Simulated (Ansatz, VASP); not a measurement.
CsI in VASP and in Ansatz

```xyz
2
Lattice="4.5615 0.0000 0.0000 0.0000 4.5615 0.0000 0.0000 0.0000 4.5615" Properties=species:S:1:pos:R:3 pbc="T T T"
Cs    0.0000    0.0000    0.0000
I     2.2808    2.2808    2.2808
```

Alike in both runs: task single point; functional r2SCAN; k mesh 4 × 4 × 4; no spin polarisation.

|  | VASP | Ansatz |
| --- | --- | --- |
| version | VASP 6.6.1 | Ansatz 0.2.0 |
| potentials or method | VASP PAW PBE potentials, release 64 (Cs_sv, I) | plane waves, PAW |
| plane-wave cutoff (eV) | 550 | 500 |
| occupations | gaussian, width 0.01 eV | fixed |
| valence electrons in the cell | 16 | 26 |

|  | VASP | Ansatz | Ansatz less VASP |
| --- | --- | --- | --- |
| gap on the k mesh at the Fermi level (eV) | 4.60 | 4.62 | +0.015 |
| pressure (GPa) | 0.5 | 0.4 | -0.04 |

VASP's potentials were made for PBE, not for r2SCAN. VASP's potentials hold 16 valence electrons a cell and Ansatz's 26, so a difference there can come from the potentials and not from the codes.

Spin-orbit coupling is off throughout.
